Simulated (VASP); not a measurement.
# Sb in VASP: further runs, part 2 of 2

VASP 6.6.1. Earlier steps stand in the parts before.

## (3) Single point, PBE

This run uses another cell than the first one, of 29.90 Å³/atom.

INCAR

```
PREC = Accurate
ENCUT = 520
EDIFF = 1E-6
ISMEAR = 0
SIGMA = 0.05
LREAL = F
LASPH = T
NELM = 60
ALGO = Normal
ISIF = 2
LWAVE = F
LCHARG = F
GGA = PE
NBANDS = 12
```

KPOINTS

```
Automatic mesh
0
Gamma
  12 8 8
```

POSCAR

```
Sb
1.0
    3.1224020000      0.0000000000      0.0000000000
    0.0000000000      4.3475180000      0.0000000000
   -0.0389150000      0.0000000000      4.4058520000
Sb
2
Direct
    0.9886110000      0.7500000000      0.7588340000
    0.0113890000      0.2500000000      0.2411660000
```

Potentials or basis: VASP PAW PBE potentials, release 64 (Sb).

Started as:

```
> cat potpaw_PBE.64/Sb/POTCAR > POTCAR
> mpirun -np 1 vasp_std > vasp.out
```

OUTCAR:

```text
PREC = Accurate
   ENCUT = 520
   EDIFF = 1E-6
   ISMEAR = 0
   LREAL = F
   LASPH = T
   NELM = 60
   ISIF = 2
   GGA = PE

 ion  position               nearest neighbor table
   1  0.989  0.750  0.759-   2 3.04   2 3.04   2 3.15   2 3.15
   2  0.011  0.250  0.241-   1 3.04   1 3.04   1 3.15   1 3.15

  LATTYP: Found a simple monoclinic cell.
 ALAT       =     3.1224020000
 B/A-ratio  =     1.3923633152
 C/A-ratio  =     1.4111007668
 COS(beta)  =    -0.0088322263

[... 552 lines left out ...]

------------------------ aborting loop because EDIFF is reached ----------------------------------------

  FORCE on cell =-STRESS in cart. coord.  units (eV):
  Direction    XX          YY          ZZ          XY          YZ          ZX
  --------------------------------------------------------------------------------------
  -------------------------------------------------------------------------------------
  Total       -0.3739785      0.4760925      0.2673993      0.0000000      0.0000000      0.0553844
  in kB      -10.0183715     12.7538642      7.1632609      0.0000000      0.0000000      1.4836716
  external PRESSURE =       3.2995845 kB  Pullay stress =       0.0000000 kB

 VOLUME and BASIS-vectors are now :
 -----------------------------------------------------------------------------
  energy-cutoff  :      520.00
  volume of cell :       59.81
      direct lattice vectors                 reciprocal lattice vectors
     3.122402000  0.000000000  0.000000000     0.320266257  0.000000000  0.002828774
     0.000000000  4.347518000  0.000000000     0.000000000  0.230016299  0.000000000
    -0.038915000  0.000000000  4.405852000     0.000000000  0.000000000  0.226970856

 POSITION                                       TOTAL-FORCE (eV/Angst)
 -----------------------------------------------------------------------------------
      3.05731      3.26064      3.34331         0.030693      0.000000     -0.114937
      0.02618      1.08688      1.06254        -0.030693      0.000000      0.114937
 -----------------------------------------------------------------------------------
    total drift:                               -0.000000      0.000000      0.000000

  FREE ENERGIE OF THE ION-ELECTRON SYSTEM (eV)
  ---------------------------------------------------
  free  energy   TOTEN  =        -8.1673526339 eV

  energy  without entropy=       -8.1661971523  energy(sigma->0) =       -8.16677489
```

It took 68 s on 1 thread of Intel Xeon Platinum 8488C (Sapphire Rapids), shared host; peak memory 0.28 GiB.

What came out:

- Free energy: -8.1674 eV
- Pressure: 0.3 GPa
- Largest force: 0.119 eV/Å
- Band gap on the k mesh: zero (bands 5 and 6 overlap by 8.59 eV)

Forces on the atoms (eV/Å):
```
Sb   0.031  0.000 -0.115
Sb  -0.031  0.000  0.115
```

Caveat: spin-orbit coupling is left out, which moves the levels of the heavy elements.

## (4) Single point, PBE

This run uses another cell than the first one, of 29.90 Å³/atom.

INCAR

```
SYSTEM = Sb
ALGO = Normal
EDIFF = 1E-7
ENCUT = 520
GGA = PE
ISIF = 2
ISMEAR = 0
LASPH = .True.
LCHARG = .False.
LREAL = .False.
LWAVE = .False.
NBANDS = 12
NELM = 100
PREC = Accurate
SIGMA = 0.05
```

KPOINTS

```
k-points
0
Gamma
  12 8 8
  0 0 0
```

POSCAR is that of step 3.

Started as:

```
> cat potpaw_PBE.64/Sb/POTCAR > POTCAR
> mpirun -np 1 vasp_std > vasp.out
```

It took 54 s on 1 thread of Intel Xeon Platinum 8488C (Sapphire Rapids), shared host; peak memory 0.28 GiB.

It converged, with:

* Free energy: -8.1674 eV
* Pressure: 0.3 GPa
* Largest force: 0.119 eV/Å
* Band gap on the k mesh: zero (bands 5 and 6 overlap by 8.59 eV)

Forces on the atoms (eV/Å):
```
Sb   0.031  0.000 -0.115
Sb  -0.031  0.000  0.115
```

Stress tensor (GPa, compression positive):
```
-1.00  0.00  0.15
 0.00  1.28  0.00
 0.15  0.00  0.72
```

Levels at points of the mesh, in eV from the Fermi level:
| k point | band 3 | band 4 | band 5 | band 6 | band 7 | band 8 |
| --- | --- | --- | --- | --- | --- | --- |
| (0.00, 0.00, 0.00) | -3.60 | -3.46 | 2.11 | 3.07 | 3.30 | 3.43 |
| (0.50, 0.00, 0.00) | -4.55 | -1.75 | -1.61 | -1.55 | 4.52 | 4.81 |
| (0.00, 0.50, 0.00) | -1.45 | -1.45 | -0.87 | -0.87 | 4.75 | 4.75 |
| (0.50, 0.50, 0.00) | -3.93 | -3.93 | 0.50 | 0.50 | 1.49 | 1.49 |
| (0.00, 0.00, 0.50) | -1.55 | -1.02 | -0.89 | -0.74 | 4.54 | 4.92 |
| (0.50, 0.00, 0.50) | -4.11 | -3.80 | 0.35 | 0.93 | 1.51 | 1.61 |
| (0.00, 0.50, 0.50) | -5.58 | -5.58 | 5.09 | 5.09 | 5.35 | 5.35 |
| (0.50, 0.50, 0.50) | -3.60 | -3.60 | -3.50 | -3.50 | 2.15 | 2.15 |

Caveat: spin-orbit coupling is left out, which moves the levels of the heavy elements.

## (5) Single point, PBE

This run uses another cell than the first one, of 29.90 Å³/atom.

INCAR

```
PREC     = Accurate       # precision mode
ENCUT    = 520            # plane-wave cutoff, eV
EDIFF    = 1E-7           # SCF threshold, eV
ISMEAR   = 0              # smearing method
SIGMA    = 0.05           # smearing width, eV
LREAL    = False          # projectors in reciprocal space
LASPH    = True           # aspherical terms in the spheres
NELM     = 100            # most SCF steps
ALGO     = Normal         # electronic algorithm
ISIF     = 2              # what is computed and relaxed
LWAVE    = False          # write WAVECAR
LCHARG   = True           # write CHGCAR
GGA      = PE             # functional
LELF     = True           # ELF
LVHAR    = True         
NBANDS   = 12             # bands
```

KPOINTS

```
Automatic mesh
0
Gamma
  12 8 8
```

Changes to POSCAR since step 4:

```diff
@@ -9,2 +9,2 @@
     0.9886110000      0.7500000000      0.7588340000
-    0.0113890000      0.2500000000      0.2411660000
+    0.0004794221      0.2480076840      0.2491690942
```

Started as:

```
> cat potpaw_PBE.64/Sb/POTCAR > POTCAR
> mpirun -np 1 vasp_std > vasp.out
```

Wall time 1.7 min (1 thread of Intel Xeon Platinum 8488C (Sapphire Rapids), shared host); peak memory 0.35 GiB.

The run converged. Its results:

```
Free energy            : -8.1711 eV
Pressure               : 0.2 GPa
Largest force          : 0.060 eV/Å
Band gap on the k mesh : zero (bands 5 and 6 overlap by 8.58 eV)
```

Forces on the atoms (eV/Å):
```
Sb   0.016 -0.017 -0.056
Sb  -0.016  0.017  0.056
```

Stress tensor (GPa, compression positive):
```
-1.18  0.00  0.17
 0.00  1.23  0.02
 0.17  0.02  0.62
```

Levels at points of the mesh, in eV from the Fermi level:
```tsv
k point	band 3	band 4	band 5	band 6	band 7	band 8
(0.00, 0.00, 0.00)	-3.60	-3.45	2.17	3.07	3.30	3.38
(0.50, 0.00, 0.00)	-4.56	-1.75	-1.60	-1.54	4.65	4.81
(0.00, 0.50, 0.00)	-1.43	-1.37	-0.92	-0.91	4.74	4.78
(0.50, 0.50, 0.00)	-3.94	-3.90	0.50	0.56	1.44	1.45
(0.00, 0.00, 0.50)	-1.42	-1.13	-0.85	-0.77	4.63	4.84
(0.50, 0.00, 0.50)	-4.03	-3.86	0.48	0.80	1.54	1.59
(0.00, 0.50, 0.50)	-5.58	-5.58	5.09	5.10	5.35	5.35
(0.50, 0.50, 0.50)	-3.61	-3.61	-3.49	-3.49	2.16	2.16
```

Caveat: spin-orbit coupling is left out, which moves the levels of the heavy elements.

## (6) Overview

```tsv
cell	gap on the mesh (eV)	pressure (GPa)	largest force (eV/Å)
a = 3.015, b = 4.197, c = 4.254 Å, angles 90.0, 90.5, 90.0°, 2 atoms, atomic positions A	none	8.1	0.29
a = 3.122, b = 4.348, c = 4.406 Å, angles 90.0, 90.5, 90.0°, 2 atoms, atomic positions A	none	0.3	0.12
a = 3.122, b = 4.348, c = 4.406 Å, angles 90.0, 90.5, 90.0°, 2 atoms, atomic positions B	none	0.2	0.06
```

Alike in all rows: task single point; level PBE; potentials or basis VASP PAW PBE potentials, release 64 (Sb); no spin polarisation; k mesh 12 × 8 × 8; cutoff (eV) 520; smearing gaussian 0.05 eV.

Caveats: spin-orbit coupling is left out, which moves the levels of the heavy elements; the cell stands under pressure (at least some runs).

Absolute energies hang on the potentials; compare differences alone.
